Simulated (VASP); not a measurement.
Input of a VASP 6.6.1 run:

The input INCAR:

```
SYSTEM = BiS
PREC = Accurate
ENCUT = 520
EDIFF = 1E-7
ISMEAR = -1
SIGMA = 0.1
LREAL = .False.
LASPH = .True.
NELM = 100
ALGO = Normal
ISIF = 2
LWAVE = .False.
LCHARG = .True.
GGA = PE
LELF = .True.
LVHAR = .True.
NBANDS = 52
```

KPOINTS

```
Automatic mesh
0
Gamma
  6 6 6
  0 0 0
```

Contents of POSCAR:

```
BiS
1.0
   -3.5125381093      3.5125381093      3.5121075917
    3.5125381093     -3.5125381093      3.5121075917
    3.5125381093      3.5125381093     -3.5121075917
Bi S
4 4
Direct
    0.2500000000      0.2500000000      0.0000000000
    0.7500000000      0.7500000000      0.0000000000
    0.7500000000      0.2500000000      0.5000000000
    0.2500000000      0.7500000000      0.5000000000
    0.7499936064      0.2499936064      0.9999872128
    0.2499936064      0.2500063936      0.5000000000
    0.2500063936      0.7500063936      0.0000127872
    0.7500063936      0.7499936064      0.5000000000
```

Potentials or basis: VASP PAW PBE potentials, release 64 (Bi_d, S).

Launch:

```sh
$ cat potpaw_PBE.64/Bi_d/POTCAR potpaw_PBE.64/S/POTCAR > POTCAR
$ mpirun -np 1 vasp_std > vasp.out
```

Predict the pressure.

4.9 GPa.

What does it give for the band gap on the k mesh?

Zero (band 42 reaches 11.72 eV, above the bottom of band 43 at 7.31 eV).

Caveat: spin-orbit coupling is left out, which moves the levels of the heavy elements.
